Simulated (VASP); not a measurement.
# BN (P6_3mc) in VASP: notebook

Runs on BN. Level: LDA. Tasks: single point.

All numbers are computed with VASP 6.6.1; they aren't measurements. Logs are shortened: lines on timing, memory, paths and dates and some standing lists are left out, and cuts for length are marked.

## (1) The cell of the first run

Symmetry: P6_3mc, No. 186, hexagonal system. Conventional cell: a = 2.554 Å, b = 2.554 Å, c = 4.227 Å, α = 90.00°, β = 90.00°, γ = 120.00°. B (site symmetry 3m) has 4 N at 1.57 to 1.58 Å within 2.1 Å. Within 2.1 Å of N (site symmetry 3m) lie 4 B at 1.57 to 1.58 Å.

## (2) Single point, LDA

The input, INCAR:

```
  PREC = Accurate
  ENCUT = 520
  EDIFF = 1E-6
  ISMEAR = 0
  SIGMA = 0.05
  LREAL = F
  LASPH = T
  NELM = 80
  ALGO = Normal
  ISIF = 2
  LWAVE = F
  LCHARG = F
  NBANDS = 16
```

The input, KPOINTS:

```
Automatic mesh
0
Gamma
  12 12 6
```

The input, POSCAR:

```
BN
1.0
    2.5539396017      0.0000000000      0.0000000000
   -1.2769698009      2.2117765748      0.0000000000
    0.0000000000      0.0000000000      4.2268550000
B N
2 2
Direct
    0.6666666667      0.3333333333      0.9997240000
    0.3333333333      0.6666666667      0.4997240000
    0.6666666667      0.3333333333      0.6252760000
    0.3333333333      0.6666666667      0.1252760000
```

Potentials or basis: VASP PAW LDA potentials, release 64 (B, N).

Command:

```bash
cat potpaw_LDA.64/B/POTCAR potpaw_LDA.64/N/POTCAR > POTCAR
mpirun -np 1 vasp_std > vasp.out
```

OUTCAR:

```text
PREC = Accurate
   ENCUT = 520
   EDIFF = 1E-6
   ISMEAR = 0
   LREAL = F
   LASPH = T
   NELM = 80
   ISIF = 2

 ion  position               nearest neighbor table
   1  0.667  0.333  1.000-   4 1.57   4 1.57   4 1.57   3 1.58
   2  0.333  0.667  0.500-   3 1.57   3 1.57   3 1.57   4 1.58
   3  0.667  0.333  0.625-   2 1.57   2 1.57   2 1.57   1 1.58
   4  0.333  0.667  0.125-   1 1.57   1 1.57   1 1.57   2 1.58

  LATTYP: Found a hexagonal cell.
 ALAT       =     2.5539396017
 C/A-ratio  =     1.6550332659

  Lattice vectors:

 A1 = (   2.5539396017,   0.0000000000,   0.0000000000)
 A2 = (  -1.2769698009,   2.2117765748,   0.0000000000)
 A3 = (   0.0000000000,   0.0000000000,   4.2268550000)

Analysis of symmetry for initial positions (statically):
=====================================================================
 Subroutine PRICEL returns:
 Original cell was already a primitive cell.

 Routine SETGRP: Setting up the symmetry group for a
 hexagonal supercell.

 Subroutine GETGRP returns: Found 12 space group operations
 (whereof  6 operations were pure point group operations)
 out of a pool of 24 trial point group operations.

The static configuration has the point symmetry C_3v.
 The point group associated with its full space group is C_6v.

Analysis of symmetry for dynamics (positions and initial velocities):
=====================================================================
 Subroutine PRICEL returns:
 Original cell was already a primitive cell.

 Routine SETGRP: Setting up the symmetry group for a
 hexagonal supercell.

 Subroutine GETGRP returns: Found 12 space group operations
 (whereof  6 operations were pure point group operations)
 out of a pool of 24 trial point group operations.

The dynamic configuration has the point symmetry C_3v.
 The point group associated with its full space group is C_6v.

 Subroutine INISYM returns: Found 12 space group operations
 (whereof  6 operations are pure point group operations),
 and found     1 'primitive' translations

----------------------------------------------------------------------------------------

                                     Primitive cell

  volume of cell :      23.8764

  direct lattice vectors                    reciprocal lattice vectors
     2.553939602  0.000000000  0.000000000     0.391551938  0.226062617  0.000000000
    -1.276969801  2.211776575  0.000000000     0.000000000  0.452125233  0.000000000
     0.000000000  0.000000000  4.226855000     0.000000000  0.000000000  0.236582518

  length of vectors
     2.553939602  2.553939602  4.226855000     0.452125233  0.452125233  0.236582518

  position of ions in fractional coordinates (direct lattice)
     0.666666667  0.333333333  0.999724000
     0.333333333  0.666666667  0.499724000
     0.666666667  0.333333333  0.625276000
     0.333333333  0.666666667  0.125276000

  ion indices of the primitive-cell ions
   primitive index   ion index
                 1           1
                 2           2
                 3           3
                 4           4

----------------------------------------------------------------------------------------

 KPOINTS: Automatic mesh

Automatic generation of k-mesh.
 Grid dimensions read from file:
 generate k-points for:   12   12    6

 Generating k-lattice:

  Cartesian coordinates                     Fractional coordinates (reciprocal lattice)
     0.032629328  0.018838551  0.000000000     0.083333333  0.000000000  0.000000000
     0.000000000  0.037677103  0.000000000     0.000000000  0.083333333  0.000000000
     0.000000000  0.000000000  0.039430420     0.000000000  0.000000000  0.166666667

  Length of vectors
     0.037677103  0.037677103  0.039430420

  Shift w.r.t. Gamma in fractional coordinates (k-lattice)
     0.000000000  0.000000000  0.000000000

 Subroutine IBZKPT returns following result:
 ===========================================

 Found     76 irreducible k-points:

 Following reciprocal coordinates:
            Coordinates               Weight
  0.000000  0.000000  0.000000      1.000000
  0.083333  0.000000  0.000000      6.000000
  0.166667  0.000000  0.000000      6.000000
  0.250000  0.000000  0.000000      6.000000
  0.333333  0.000000  0.000000      6.000000
  0.416667  0.000000  0.000000      6.000000
[... 16 lines left out ...]
  0.250000  0.000000  0.166667     12.000000
  0.333333  0.000000  0.166667     12.000000
 [... further k-points ...]
   k-points           NKPTS =     76   k-points in BZ     NKDIM =     76   number of bands    NBANDS=     16
   number of dos      NEDOS =    301   number of ions     NIONS =      4
   total plane-waves  NPLWV =  12800
   dimension x,y,z NGX =    20 NGY =   20 NGZ =   32
   dimension x,y,z NGXF=    40 NGYF=   40 NGZF=   64
   ions per type =               2   2
   NGX,Y,Z   is equivalent  to a cutoff of  13.02, 13.02, 12.59 a.u.
   NGXF,Y,Z  is equivalent  to a cutoff of  26.04, 26.04, 25.17 a.u.
 SYSTEM =  unknown system
   PREC   = accura    normal or accurate (medium, high low for compatibility)
   ISTART =      0    job   : 0-new  1-cont  2-samecut
   ICHARG =      2    charge: 1-file 2-atom 10-const
   ISPIN  =      1    spin polarized calculation?
   LNONCOLLINEAR =      F non collinear calculations
   LSORBIT =      F    spin-orbit coupling
   LASPH  =      T    aspherical Exc in radial PAW
   ENCUT  =  520.0 eV  38.22 Ry    6.18 a.u.   4.75  4.75  7.86*2*pi/ulx,y,z
   NELM   =     80;   NELMIN=  2; NELMDL= -5     # of ELM steps
   EDIFF  = 0.1E-05   stopping-criterion for ELM
   LREAL  =      F    real-space projection
   EDIFFG = 0.1E-04   stopping-criterion for IOM
   NSW    =      0    number of steps for IOM
   IBRION =     -1    ionic relax: 0-MD 1-quasi-New 2-CG
   NFREE  =      0    steps in history (QN), initial steepest desc. (CG)
   ISIF   =      2    stress and relaxation
   ISYM   =      2    0-nonsym 1-usesym 2-fastsym
   POTIM  = 0.5000    time-step for ionic-motion
   TEBEG  =    0.0;   TEEND  =   0.0 temperature during run
   PSTRESS=    0.0 pullay stress
   NELECT =      16.0000    total number of electrons
   NUPDOWN=      -1.0000    fix difference up-down
   EMIN   =  10.00;   EMAX   =-10.00  energy-range for DOS
   EFERMI =   0.00;   METHOD = LEGACY
   ISMEAR =     0;   SIGMA  =   0.05  broadening in eV -4-tet -1-fermi 0-gaus
   EFERMI_NEDOS =   21; number of points for ismear=-14 and -15
   IALGO  =     38    algorithm
   IMIX   =      4    mixing-type and parameters
     AMIX     =   0.40;   BMIX     =  1.00
     AMIX_MAG =   1.60;   BMIX_MAG =  1.00
  volume/ion in A,a.u.               =       5.97        40.28
  Fermi-wavevector in a.u.,A,eV,Ry     =   1.432600  2.707222 27.923836  2.052344
  Thomas-Fermi vector in A             =   2.552210
   LORBIT       =      0    0 simple, 1 ext, 2 COOP (PROOUT), +10 PAW based schemes
   GGA     = CA    functional components
   LHFCALC =     F    Hartree Fock is set to
   AEXX    =    0.0000 exact exchange contribution
   IVDW    =     0    specifies the selected vdW correction
   LEPSILON=     F    determine dielectric tensor
   LRPA    =     F    only Hartree local field effects (RPA)
 non-spin polarized calculation
 Gauss-broadening in eV      SIGMA  =   0.05
  energy-cutoff  :      520.00
  volume of cell :       23.88
 maximum number of plane-waves:       660
 NGX is ok and might be reduce to    20

 number of electron      16.0000003 magnetization

 Free energy of the ion-electron system (eV)
  ---------------------------------------------------
  ext. energy  EPLUGINS =         0.00000000
  ---------------------------------------------------
  free energy    TOTEN  =       -38.72388727 eV

  energy without entropy =      -38.72388727  energy(sigma->0) =      -38.72388727

 E-fermi :   7.7276     XC(G=0): -13.0459

 val. band max:        7.4161257713   @ k =   0.0000   0.0000   0.0000
 cond. band min:      12.3801206920   @ k =   0.3333   0.3333   0.0000
 fundamental gap:      4.9639949206
 Fermi energy:         7.7275604285

 k-point     1 :       0.0000    0.0000    0.0000
  band No.  band energies     occupation
      1     -12.7117      2.00000
      2      -8.5475      2.00000
      3      -3.4371      2.00000
      4       5.3094      2.00000
      5       5.3094      2.00000
      6       7.1358      2.00000
[... 8 lines left out ...]
     15      19.1013      0.00000
     16      23.2509      0.00000

 k-point     2 :       0.0833    0.0000    0.0000
  band No.  band energies     occupation
      1     -12.5611      2.00000
      2      -8.4315      2.00000
      3      -3.2883      2.00000
      4       4.6275      2.00000
      5       5.0276      2.00000
      6       6.8514      2.00000
[... 8 lines left out ...]
     15      19.5332      0.00000
     16      23.0321      0.00000

 k-point     3 :       0.1667    0.0000    0.0000
  band No.  band energies     occupation
      1     -12.1140      2.00000
      2      -8.0990      2.00000
      3      -2.8475      2.00000
      4       2.9829      2.00000
      5       4.3669      2.00000
      6       5.4609      2.00000
[... 8 lines left out ...]
     15      20.6552      0.00000
     16      22.4062      0.00000

 k-point     4 :       0.2500    0.0000    0.0000
  band No.  band energies     occupation
      1     -11.3867      2.00000
      2      -7.6115      2.00000
      3      -2.1358      2.00000
      4       1.0289      2.00000
      5       3.6279      2.00000
      6       3.7168      2.00000
[... 8 lines left out ...]
     15      22.1015      0.00000
     16      22.5520      0.00000
[... 324 lines left out ...]
 k-point    22 :       0.1667    0.0000    0.1667
  band No.  band energies     occupation
      1     -11.9518      2.00000
      2      -8.6385      2.00000
      3      -2.0461      2.00000
      4       3.1256      2.00000
      5       4.4973      2.00000
      6       5.0278      2.00000
[... 8 lines left out ...]
     15      20.3461      0.00000
     16      22.4019      0.00000

 k-point    23 :       0.2500    0.0000    0.1667
  band No.  band energies     occupation
      1     -11.2294      2.00000
      2      -8.0915      2.00000
      3      -1.4779      2.00000
      4       1.2421      2.00000
      5       3.2870      2.00000
      6       3.7657      2.00000
[... 8 lines left out ...]
     15      21.7735      0.00000
     16      22.6285      0.00000

 k-point    24 :       0.3333    0.0000    0.1667
  band No.  band energies     occupation
      1     -10.2713      2.00000
      2      -7.5011      2.00000
      3      -1.3272      2.00000
      4       0.1066      2.00000
      5       1.5196      2.00000
      6       3.1487      2.00000
[... 8 lines left out ...]
     15      23.1212      0.00000
     16      23.4065      0.00000

 [... further k-points ...]

------------------------ aborting loop because EDIFF is reached ----------------------------------------

  FORCE on cell =-STRESS in cart. coord.  units (eV):
  Direction    XX          YY          ZZ          XY          YZ          ZX
  --------------------------------------------------------------------------------------
  -------------------------------------------------------------------------------------
  Total       -1.9042392     -1.9042392     -1.9681092      0.0000000      0.0000000      0.0000000
  in kB     -127.7799933   -127.7799933   -132.0658520      0.0000000      0.0000000      0.0000000
  external PRESSURE =    -129.2086129 kB  Pullay stress =       0.0000000 kB

 VOLUME and BASIS-vectors are now :
 -----------------------------------------------------------------------------
  energy-cutoff  :      520.00
  volume of cell :       23.88
      direct lattice vectors                 reciprocal lattice vectors
     2.553939602  0.000000000  0.000000000     0.391551938  0.226062617  0.000000000
    -1.276969801  2.211776575  0.000000000     0.000000000  0.452125233  0.000000000
     0.000000000  0.000000000  4.226855000     0.000000000  0.000000000  0.236582518

 POSITION                                       TOTAL-FORCE (eV/Angst)
 -----------------------------------------------------------------------------------
      1.27697      0.73726      4.22569        -0.000000      0.000000      0.020926
     -0.00000      1.47452      2.11226         0.000000      0.000000      0.020926
      1.27697      0.73726      2.64295        -0.000000     -0.000000     -0.020926
     -0.00000      1.47452      0.52952         0.000000      0.000000     -0.020926
 -----------------------------------------------------------------------------------
    total drift:                               -0.000000     -0.000000      0.000444

  FREE ENERGIE OF THE ION-ELECTRON SYSTEM (eV)
  ---------------------------------------------------
  free  energy   TOTEN  =       -38.7238872690 eV

  energy  without entropy=      -38.7238872690  energy(sigma->0) =      -38.72388727
```

Run time: 18 s. Hardware: 1 thread of AMD EPYC 7R43 (Zen 3), shared host; peak memory 0.1 GiB.

Results:

* Free energy: -38.7239 eV
* Pressure: -12.9 GPa
* Largest force: 0.021 eV/Å
* Band gap on the k mesh: 4.96 eV, indirect (least direct gap 8.11 eV)

Forces on the atoms (eV/Å):
```
B    0.000  0.000  0.021
B    0.000  0.000  0.021
N    0.000  0.000 -0.021
N    0.000  0.000 -0.021
```

Stress tensor (GPa, compression positive):
```
-12.78   0.00   0.00
  0.00 -12.78   0.00
  0.00   0.00 -13.21
```

Levels at points of the mesh, in eV from the valence-band top:
| k point | band 6 | band 7 | band 8 | band 9 | band 10 | band 11 |
| --- | --- | --- | --- | --- | --- | --- |
| (0.00, 0.00, 0.00) | -0.28 | 0.00 | 0.00 | 8.20 | 8.20 | 8.42 |
| (0.50, 0.00, 0.00) | -4.95 | -4.41 | -2.10 | 6.58 | 7.77 | 10.41 |
| (0.00, 0.00, 0.50) | -1.17 | -1.17 | -1.17 | 9.37 | 9.37 | 9.74 |
| (0.50, 0.00, 0.50) | -3.75 | -3.55 | -3.55 | 6.45 | 6.45 | 9.89 |

## (3) Single point, LDA

This run uses another cell than the first one: it holds 12 atoms, not 4.

The input, INCAR:

```
SYSTEM = BN
PREC = Accurate
ENCUT = 520
EDIFF = 1E-6
ISMEAR = 0
SIGMA = 0.05
LREAL = .FALSE.
LASPH = .TRUE.
NELM = 80
ALGO = Normal
ISIF = 2
LWAVE = .FALSE.
LCHARG = .FALSE.
NBANDS = 36
```

The input, KPOINTS:

```
Automatic mesh
0
G
  10 10 2
  0 0 0
```

The input, POSCAR:

```
BN
1.0
   -2.5539396017      0.0000000000      0.0000000000
    1.2769698009     -2.2117765748      0.0000000000
    0.0000000000      0.0000000000     12.6805650000
B N
6 6
Direct
    0.3333333333      0.6666666667      0.3332413333
    0.3333333333      0.6666666667      0.6665746667
    0.3333333333      0.6666666667      0.9999080000
    0.6666666667      0.3333333333      0.1665746667
    0.6666666667      0.3333333333      0.4999080000
    0.6666666667      0.3333333333      0.8332413333
    0.3333333333      0.6666666667      0.2084253333
    0.3333333333      0.6666666667      0.5417586667
    0.3333333333      0.6666666667      0.8750920000
    0.6666666667      0.3333333333      0.0417586667
    0.6666666667      0.3333333333      0.3750920000
    0.6666666667      0.3333333333      0.7084253333
```

Potentials or basis: VASP PAW LDA potentials, release 64 (B, N).

Command:

```bash
cat potpaw_LDA.64/B/POTCAR potpaw_LDA.64/N/POTCAR > POTCAR
mpirun -np 1 vasp_std > vasp.out
```

OUTCAR:

```text
SYSTEM = BN
   PREC = Accurate
   ENCUT = 520
   EDIFF = 1E-6
   ISMEAR = 0
   LREAL = .FALSE.
   LASPH = .TRUE.
   NELM = 80
   ISIF = 2

 ion  position               nearest neighbor table
   1  0.333  0.667  0.333-  11 1.57  11 1.57  11 1.57   7 1.58
   2  0.333  0.667  0.667-  12 1.57  12 1.57  12 1.57   8 1.58
   3  0.333  0.667  1.000-  10 1.57  10 1.57  10 1.57   9 1.58
   4  0.667  0.333  0.167-   7 1.57   7 1.57   7 1.57  10 1.58
   5  0.667  0.333  0.500-   8 1.57   8 1.57   8 1.57  11 1.58
   6  0.667  0.333  0.833-   9 1.57   9 1.57   9 1.57  12 1.58
   7  0.333  0.667  0.208-   4 1.57   4 1.57   4 1.57   1 1.58
[... 1175 lines left out ...]
 -----------------------------------------------------------------------------
  energy-cutoff  :      520.00
  volume of cell :       71.63
      direct lattice vectors                 reciprocal lattice vectors
    -2.553939602  0.000000000  0.000000000    -0.391551938 -0.226062617  0.000000000
     1.276969801 -2.211776575  0.000000000     0.000000000 -0.452125233  0.000000000
     0.000000000  0.000000000 12.680565000     0.000000000  0.000000000  0.078860839

 POSITION                                       TOTAL-FORCE (eV/Angst)
 -----------------------------------------------------------------------------------
      0.00000     -1.47452      4.22569        -0.000000      0.000000      0.021096
      0.00000     -1.47452      8.45254        -0.000000      0.000000      0.021096
      0.00000     -1.47452     12.67940        -0.000000      0.000000      0.021096
     -1.27697     -0.73726      2.11226         0.000000      0.000000      0.021096
     -1.27697     -0.73726      6.33912        -0.000000     -0.000000      0.021096
     -1.27697     -0.73726     10.56597         0.000000      0.000000      0.021096
      0.00000     -1.47452      2.64295        -0.000000     -0.000000     -0.021096
      0.00000     -1.47452      6.86981         0.000000     -0.000000     -0.021096
      0.00000     -1.47452     11.09666         0.000000     -0.000000     -0.021096
     -1.27697     -0.73726      0.52952         0.000000     -0.000000     -0.021096
     -1.27697     -0.73726      4.75638         0.000000     -0.000000     -0.021096
     -1.27697     -0.73726      8.98323         0.000000     -0.000000     -0.021096
 -----------------------------------------------------------------------------------
    total drift:                                0.000001      0.000000      0.000449

  FREE ENERGIE OF THE ION-ELECTRON SYSTEM (eV)
  ---------------------------------------------------
  free  energy   TOTEN  =      -116.1716847183 eV

  energy  without entropy=     -116.1716847183  energy(sigma->0) =     -116.17168472
```

It took 88 s on 1 thread of AMD EPYC 7R43 (Zen 3), shared host; peak memory 0.15 GiB.

Results:

```yaml
Free_energy: -116.1717 eV
Pressure: -12.9 GPa
Largest_force: 0.021 eV/Å
Band_gap_on_the_k_mesh: 5.16 eV
```

Forces on the atoms (eV/Å):
```
B    0.000  0.000  0.021
B    0.000  0.000  0.021
B    0.000  0.000  0.021
B    0.000  0.000  0.021
B    0.000  0.000  0.021
B    0.000  0.000  0.021
N    0.000  0.000 -0.021
N    0.000  0.000 -0.021
N    0.000  0.000 -0.021
N    0.000  0.000 -0.021
N    0.000  0.000 -0.021
N    0.000  0.000 -0.021
```

Stress tensor (GPa, compression positive):
```
-12.78   0.00   0.00
  0.00 -12.78   0.00
  0.00   0.00 -13.21
```

A k mesh can miss the band edges.
